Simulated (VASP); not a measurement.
**Be: relaxation of cell and atoms with PBEsol**

Crystal: Be.

```xyz
2
Lattice="2.2853 0.0000 0.0000 -1.1426 1.9791 0.0000 0.0000 0.0000 3.5842" Properties=species:S:1:pos:R:3 pbc="T T T"
Be    0.0000    1.3194    0.8961
Be    1.1427    0.6597    2.6882
```

```yaml
Program: VASP 6.6.1
Task: relaxation of cell and atoms
Functional: PBEsol
Potentials_or_basis: VASP PAW PBE potentials, release 64 (Be)
Cutoff: 600 eV
k_mesh: 9 × 9 × 6
Occupations: gaussian, width 0.1 eV
Spin: no spin polarisation
Target_pressure: 21.2 GPa
Dipole_correction: no
Further_INCAR_settings: ALGO = Normal; EDIFF = 1e-07; IBRION = 2; EDIFFG = -0.05; NSW = 80; ISIF = 3
```

| Property | Result |
| --- | --- |
| Relaxed volume | 6.88 Å³/atom |
| Relaxed cell | a = 2.162 Å, b = 2.162 Å, c = 3.396 Å, α = 90.00°, β = 90.00°, γ = 120.00° |
| Space group after relaxing (to 0.1 Å) | P6_3/mmc (No. 194) |
| Energy change on relaxing (the run minimises the enthalpy) | +54.8 meV/atom |
| Ionic steps | 5 |
| Pressure after relaxing | 20.7 GPa |
| Band gap on the k mesh | zero (bands 2 and 3 overlap by 2.34 eV) |

Stress tensor (GPa, compression positive):
```
20.60  0.00  0.00
 0.00 20.60  0.00
 0.00  0.00 20.84
```

The path:
```
step  energy change (eV)  largest force (eV/Å)  pressure (GPa)  volume (Å³)
   1              0.0000                0.0000           -3.63        16.21
   2              0.1553                0.0000           25.30        13.44
   3              0.1148                0.0000           21.26        13.72
   4              0.1087                0.0000           20.61        13.76
   5              0.1096                0.0000           20.68        13.75
```

Final structure:
```
Be
1.0
     2.16245    0.00000    0.00000
    -1.08122    1.87273    0.00000
     0.00000    0.00000    3.39586
Be
2
Direct
  0.33333 0.66667 0.25000
  0.66667 0.33333 0.75000
```

Levels at points of the mesh, in eV from the Fermi level:
| k point | band 1 | band 2 | band 3 | band 4 | band 5 | band 6 |
| --- | --- | --- | --- | --- | --- | --- |
| (0.00, 0.00, 0.00) | -11.69 | -4.54 | 2.11 | 18.18 | 18.18 | 21.33 |
| (0.00, 0.00, 0.50) | -9.42 | -9.42 | 12.43 | 12.43 | 20.06 | 20.06 |

It took 30 s on 1 thread of AMD EPYC 7571 (shared host), peak memory 0.09 GiB.

Caveat: the cell is relaxed towards a set pressure, so the run minimises the enthalpy, not the energy; the volume moved by over 15 % at a fixed basis, so the end points are rough; the PAW data sets were made with another functional, which shifts forces and pressure a little.
